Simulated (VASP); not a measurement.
MgO:

```
Mg O
1.0
     0.00000    2.30616    2.30616
     2.30616    0.00000    2.30616
     2.30616    2.30616    0.00000
Mg O
1 1
Direct
  0.50000 0.50000 0.50000
  0.75000 0.75000 0.75000
```

```yaml
Program: VASP 6.6.1
Task: relaxation of cell and atoms
Functional: PBEsol-based global hybrid
Potentials_or_basis: VASP PAW PBE potentials, release 64 (Mg, O)
Cutoff: 600 eV
k_mesh: 5 × 5 × 5
Occupations: fermi-dirac, width 0.05 eV
Spin: no spin polarisation
```

At the start: pressure -6.2 GPa; volume 12.27 Å³/atom.

**Question.** How do energy, volume and symmetry change on relaxing?

**Answer.** Over 3 steps the energy falls by 12.4 meV/atom and the volume is 11.65 Å³/atom (-5.0 %); space group F-43m (No. 216, to 0.05 Å).

The path:
| step | energy change (eV) | largest force (eV/Å) | pressure (GPa) | volume (Å³) |
| --- | --- | --- | --- | --- |
| 1 | 0.0000 | 0.0000 | -6.16 | 24.53 |
| 2 | -0.0217 | 0.0000 | 2.43 | 22.89 |
| 3 | -0.0247 | 0.0000 | 0.01 | 23.30 |

Final structure:
```
CELL_PARAMETERS angstrom
0.00000 2.26688 2.26688
2.26688 0.00000 2.26688
2.26688 2.26688 0.00000
ATOMIC_POSITIONS crystal
Mg 0.50000 0.50000 0.50000
O 0.75000 0.75000 0.75000
```

Caveat: the k points lie up to 0.48 Å⁻¹ apart in the final cell; the PAW data sets were made with another functional, which shifts forces and pressure a little.
